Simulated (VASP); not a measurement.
# GaAgP (P4/nmm) in VASP: single point with PBE

Aim: the single point of GaAgP with PBE.

Program: VASP 6.6.1. These are calculated values, not measurements. Logs are shortened: lines on timing, memory, paths and dates and some standing lists are left out, and cuts for length are marked.

## Step 1: The cell of the first run

The structure is tetragonal, space group P4/nmm (No. 129). The conventional cell has a = 4.559 Å, b = 4.559 Å, c = 5.598 Å, α = 90.00°, β = 90.00°, γ = 90.00°. Within 3.4 Å of Ga (site symmetry -4m2) lie 4 P at 2.58 Å and 2 Ag at 2.80 Å and 4 Ga at 3.22 Å. Ag (site symmetry -4m2) has 4 P at 2.78 Å and 2 Ga at 2.80 Å and 4 Ag at 3.22 Å within 3.7 Å. P (site symmetry 4mm) has 4 Ga at 2.58 Å and 4 Ag at 2.78 Å within 3.4 Å.

## Step 2: Single point, PBE

File INCAR:

```
ALGO = Normal
EDIFF = 1E-6
ENCUT = 520
GGA = PE
ISIF = 2
ISMEAR = 0
LASPH = T
LCHARG = T
LELF = T
LREAL = F
LVHAR = T
LWAVE = F
NBANDS = 38
NELM = 100
PREC = Accurate
SIGMA = 0.1
```

File KPOINTS:

```
k-points
0
Gamma
  8 8 8
```

File POSCAR:

```
GaAgP
1.0
    4.5589632025      0.0000000000      0.0000000000
    0.0000000000      4.5589632025      0.0000000000
    0.0000000000      0.0000000000      5.5984860381
Ga Ag P
2 2 2
Direct
    0.5000000000      0.5000000000      0.5000000000
    0.0000000000      0.0000000000      0.5000000000
    0.0000000000      0.0000000000      0.0000000000
    0.5000000000      0.5000000000      0.0000000000
    0.5000000000      0.0000000000      0.7147211977
    0.0000000000      0.5000000000      0.2852788023
```

Potentials or basis: VASP PAW PBE potentials, release 64 (Ga_d, Ag, P).

Launch:

```sh
$ cat potpaw_PBE.64/Ga_d/POTCAR potpaw_PBE.64/Ag/POTCAR potpaw_PBE.64/P/POTCAR > POTCAR
$ mpirun -np 1 vasp_std > vasp.out
```

OUTCAR:

```text
EDIFF = 1E-6
   ENCUT = 520
   GGA = PE
   ISIF = 2
   ISMEAR = 0
   LASPH = T
   LREAL = F
   NELM = 100
   PREC = Accurate

 ion  position               nearest neighbor table
   1  0.500  0.500  0.500-   5 2.58   6 2.58   5 2.58   6 2.58   4 2.80   4 2.80
   2  0.000  0.000  0.500-   5 2.58   6 2.58   6 2.58   5 2.58   3 2.80   3 2.80
   3  0.000  0.000  0.000-   5 2.78   6 2.78   6 2.78   5 2.78   2 2.80   2 2.80   4 3.22   4 3.22
                             4 3.22   4 3.22
   4  0.500  0.500  0.000-   5 2.78   6 2.78   5 2.78   6 2.78   1 2.80   1 2.80   3 3.22   3 3.22
                             3 3.22   3 3.22
   5  0.500  0.000  0.715-   1 2.58   2 2.58   1 2.58   2 2.58   3 2.78   4 2.78   4 2.78   3 2.78

   6  0.000  0.500  0.285-   1 2.58   2 2.58   2 2.58   1 2.58   3 2.78   3 2.78   4 2.78   4 2.78

  LATTYP: Found a simple tetragonal cell.
 ALAT       =     4.5589632025
 C/A-ratio  =     1.2280173779

  Lattice vectors:

 A1 = (   4.5589632025,   0.0000000000,   0.0000000000)
 A2 = (   0.0000000000,   4.5589632025,   0.0000000000)
 A3 = (   0.0000000000,   0.0000000000,   5.5984860381)

Analysis of symmetry for initial positions (statically):
=====================================================================
 Subroutine PRICEL returns:
 Original cell was already a primitive cell.

 Routine SETGRP: Setting up the symmetry group for a
 simple tetragonal supercell.

 Subroutine GETGRP returns: Found 16 space group operations
 (whereof  8 operations were pure point group operations)
 out of a pool of 16 trial point group operations.

The static configuration has the point symmetry D_2d.
 The point group associated with its full space group is D_4h.

Analysis of symmetry for dynamics (positions and initial velocities):
=====================================================================
 Subroutine PRICEL returns:
 Original cell was already a primitive cell.

 Routine SETGRP: Setting up the symmetry group for a
 simple tetragonal supercell.

 Subroutine GETGRP returns: Found 16 space group operations
 (whereof  8 operations were pure point group operations)
 out of a pool of 16 trial point group operations.

The dynamic configuration has the point symmetry D_2d.
 The point group associated with its full space group is D_4h.

 Subroutine INISYM returns: Found 16 space group operations
 (whereof  8 operations are pure point group operations),
 and found     1 'primitive' translations

----------------------------------------------------------------------------------------

                                     Primitive cell

  volume of cell :     116.3597

  direct lattice vectors                    reciprocal lattice vectors
     4.558963203  0.000000000  0.000000000     0.219348118  0.000000000  0.000000000
     0.000000000  4.558963203  0.000000000     0.000000000  0.219348118  0.000000000
     0.000000000  0.000000000  5.598486038     0.000000000  0.000000000  0.178619718

  length of vectors
     4.558963203  4.558963203  5.598486038     0.219348118  0.219348118  0.178619718

  position of ions in fractional coordinates (direct lattice)
     0.500000000  0.500000000  0.500000000
     0.000000000  0.000000000  0.500000000
     0.000000000  0.000000000  0.000000000
     0.500000000  0.500000000  0.000000000
     0.500000000  0.000000000  0.714721198
     0.000000000  0.500000000  0.285278802

  ion indices of the primitive-cell ions
   primitive index   ion index
                 1           1
                 2           2
                 3           3
                 4           4
                 5           5
                 6           6

----------------------------------------------------------------------------------------

 KPOINTS: k-points

Automatic generation of k-mesh.
 Grid dimensions read from file:
 generate k-points for:    8    8    8

 Generating k-lattice:

  Cartesian coordinates                     Fractional coordinates (reciprocal lattice)
     0.027418515  0.000000000  0.000000000     0.125000000  0.000000000  0.000000000
     0.000000000  0.027418515  0.000000000     0.000000000  0.125000000  0.000000000
     0.000000000  0.000000000  0.022327465     0.000000000  0.000000000  0.125000000

  Length of vectors
     0.027418515  0.027418515  0.022327465

  Shift w.r.t. Gamma in fractional coordinates (k-lattice)
     0.000000000  0.000000000  0.000000000

 Subroutine IBZKPT returns following result:
 ===========================================

 Found     75 irreducible k-points:

 Following reciprocal coordinates:
            Coordinates               Weight
  0.000000  0.000000  0.000000      1.000000
  0.125000  0.000000  0.000000      4.000000
  0.250000  0.000000  0.000000      4.000000
  0.375000  0.000000  0.000000      4.000000
  0.500000  0.000000  0.000000      2.000000
  0.125000  0.125000  0.000000      4.000000
[... 16 lines left out ...]
  0.375000  0.125000  0.125000     16.000000
  0.500000  0.125000  0.125000      8.000000
 [... further k-points ...]
   k-points           NKPTS =     75   k-points in BZ     NKDIM =     75   number of bands    NBANDS=     38
   number of dos      NEDOS =    301   number of ions     NIONS =      6
   total plane-waves  NPLWV =  54432
   dimension x,y,z NGX =    36 NGY =   36 NGZ =   42
   dimension x,y,z NGXF=    72 NGYF=   72 NGZF=   84
   ions per type =               2   2   2
   NGX,Y,Z   is equivalent  to a cutoff of  13.13, 13.13, 12.47 a.u.
   NGXF,Y,Z  is equivalent  to a cutoff of  26.26, 26.26, 24.94 a.u.
 SYSTEM =  unknown system
   PREC   = accura    normal or accurate (medium, high low for compatibility)
   ISTART =      0    job   : 0-new  1-cont  2-samecut
   ICHARG =      2    charge: 1-file 2-atom 10-const
   ISPIN  =      1    spin polarized calculation?
   LNONCOLLINEAR =      F non collinear calculations
   LSORBIT =      F    spin-orbit coupling
   LASPH  =      T    aspherical Exc in radial PAW
   ENCUT  =  520.0 eV  38.22 Ry    6.18 a.u.   8.48  8.48 10.41*2*pi/ulx,y,z
   NELM   =    100;   NELMIN=  2; NELMDL= -5     # of ELM steps
   EDIFF  = 0.1E-05   stopping-criterion for ELM
   LREAL  =      F    real-space projection
   EDIFFG = 0.1E-04   stopping-criterion for IOM
   NSW    =      0    number of steps for IOM
   IBRION =     -1    ionic relax: 0-MD 1-quasi-New 2-CG
   NFREE  =      0    steps in history (QN), initial steepest desc. (CG)
   ISIF   =      2    stress and relaxation
   ISYM   =      2    0-nonsym 1-usesym 2-fastsym
   POTIM  = 0.5000    time-step for ionic-motion
   TEBEG  =    0.0;   TEEND  =   0.0 temperature during run
   PSTRESS=    0.0 pullay stress
   NELECT =      58.0000    total number of electrons
   NUPDOWN=      -1.0000    fix difference up-down
   EMIN   =  10.00;   EMAX   =-10.00  energy-range for DOS
   EFERMI =   0.00;   METHOD = LEGACY
   ISMEAR =     0;   SIGMA  =   0.10  broadening in eV -4-tet -1-fermi 0-gaus
   EFERMI_NEDOS =   21; number of points for ismear=-14 and -15
   IALGO  =     38    algorithm
   IMIX   =      4    mixing-type and parameters
     AMIX     =   0.40;   BMIX     =  1.00
     AMIX_MAG =   1.60;   BMIX_MAG =  1.00
  volume/ion in A,a.u.               =      19.39       130.87
  Fermi-wavevector in a.u.,A,eV,Ry     =   1.298026  2.452913 22.924052  1.684870
  Thomas-Fermi vector in A             =   2.429380
   LORBIT       =      0    0 simple, 1 ext, 2 COOP (PROOUT), +10 PAW based schemes
   GGA     = PE    functional components
   LHFCALC =     F    Hartree Fock is set to
   AEXX    =    0.0000 exact exchange contribution
   IVDW    =     0    specifies the selected vdW correction
   LEPSILON=     F    determine dielectric tensor
   LRPA    =     F    only Hartree local field effects (RPA)
 non-spin polarized calculation
 Gauss-broadening in eV      SIGMA  =   0.10
  energy-cutoff  :      520.00
  volume of cell :      116.36
 maximum number of plane-waves:      3163
 NGX is ok and might be reduce to    36
   NGX = 17   NGY = 17   NGZ = 21

 number of electron      58.0000012 magnetization

 Free energy of the ion-electron system (eV)
  ---------------------------------------------------
  ext. energy  EPLUGINS =         0.00000000
  ---------------------------------------------------
  free energy    TOTEN  =       -21.55512956 eV

  energy without entropy =      -21.54774664  energy(sigma->0) =      -21.55143810

 E-fermi :   6.5185     XC(G=0): -10.5950

 val. band max:        6.5170940544   @ k =   0.2500   0.1250   0.3750
 cond. band min:       6.5898914676   @ k =   0.2500   0.2500   0.1250
 fundamental gap:      0.0727974132
 Fermi energy:         6.5185468297

 k-point     1 :       0.0000    0.0000    0.0000
  band No.  band energies     occupation
      1      -8.8982      2.00000
      2      -8.8108      2.00000
      3      -8.7823      2.00000
      4      -8.7535      2.00000
      5      -8.7535      2.00000
      6      -8.6947      2.00000
[... 30 lines left out ...]
     37      12.2446      0.00000
     38      12.2448      0.00000

 k-point     2 :       0.1250    0.0000    0.0000
  band No.  band energies     occupation
      1      -8.8891      2.00000
      2      -8.8043      2.00000
      3      -8.7793      2.00000
      4      -8.7535      2.00000
      5      -8.7510      2.00000
      6      -8.6982      2.00000
[... 30 lines left out ...]
     37      12.0167      0.00000
     38      13.0093      0.00000

 k-point     3 :       0.2500    0.0000    0.0000
  band No.  band energies     occupation
      1      -8.8644      2.00000
      2      -8.7854      2.00000
      3      -8.7744      2.00000
      4      -8.7506      2.00000
      5      -8.7438      2.00000
      6      -8.7070      2.00000
[... 30 lines left out ...]
     37      12.0080      0.00000
[... 781 lines left out ...]
 k-point    23 :       0.3750    0.1250    0.1250
  band No.  band energies     occupation
      1      -8.8260      2.00000
      2      -8.7824      2.00000
      3      -8.7667      2.00000
      4      -8.7308      2.00000
      5      -8.7305      2.00000
      6      -8.7249      2.00000
[... 30 lines left out ...]
     37      11.2461      0.00000
     38      12.2767      0.00000

 k-point    24 :       0.5000    0.1250    0.1250
  band No.  band energies     occupation
      1      -8.7974      2.00000
      2      -8.7974      2.00000
      3      -8.7436      2.00000
      4      -8.7436      2.00000
      5      -8.7336      2.00000
      6      -8.7336      2.00000
[... 30 lines left out ...]
     37      11.4331      0.00000
     38      11.4331      0.00000

 [... further k-points ...]

------------------------ aborting loop because EDIFF is reached ----------------------------------------

  FORCE on cell =-STRESS in cart. coord.  units (eV):
  Direction    XX          YY          ZZ          XY          YZ          ZX
  --------------------------------------------------------------------------------------
  -------------------------------------------------------------------------------------
  Total        0.0089336      0.0089336      0.0126530      0.0000000     -0.0000000      0.0000000
  in kB        0.1230079      0.1230079      0.1742218      0.0000000     -0.0000000      0.0000000
  external PRESSURE =       0.1400792 kB  Pullay stress =       0.0000000 kB

 VOLUME and BASIS-vectors are now :
 -----------------------------------------------------------------------------
  energy-cutoff  :      520.00
  volume of cell :      116.36
      direct lattice vectors                 reciprocal lattice vectors
     4.558963203  0.000000000  0.000000000     0.219348118  0.000000000  0.000000000
     0.000000000  4.558963203  0.000000000     0.000000000  0.219348118  0.000000000
     0.000000000  0.000000000  5.598486038     0.000000000  0.000000000  0.178619718

 POSITION                                       TOTAL-FORCE (eV/Angst)
 -----------------------------------------------------------------------------------
      2.27948      2.27948      2.79924         0.000000      0.000000      0.000000
      0.00000      0.00000      2.79924         0.000000     -0.000000      0.000000
      0.00000      0.00000      0.00000         0.000000     -0.000000      0.000000
      2.27948      2.27948      0.00000        -0.000000      0.000000      0.000000
      2.27948      0.00000      4.00136         0.000000     -0.000000      0.008598
      0.00000      2.27948      1.59713         0.000000      0.000000     -0.008598
 -----------------------------------------------------------------------------------
    total drift:                                0.000000      0.000000      0.000000

  FREE ENERGIE OF THE ION-ELECTRON SYSTEM (eV)
  ---------------------------------------------------
  free  energy   TOTEN  =       -21.5551295645 eV

  energy  without entropy=      -21.5477466409  energy(sigma->0) =      -21.55143810
```

Run time: 3.6 min. Hardware: 1 thread of AMD EPYC 7R13 (Zen 3), shared host; peak memory 0.39 GiB.

Results:

- Free energy: -21.5551 eV
- Pressure: 0.0 GPa
- Largest force: 0.009 eV/Å
- Band gap on the k mesh: zero (bands 29 and 30 overlap by 3.97 eV)

Forces in eV/Å, atoms in the order of the input:
```
Ga   0.000  0.000  0.000
Ga   0.000  0.000  0.000
Ag   0.000  0.000  0.000
Ag   0.000  0.000  0.000
P    0.000  0.000  0.009
P    0.000  0.000 -0.009
```
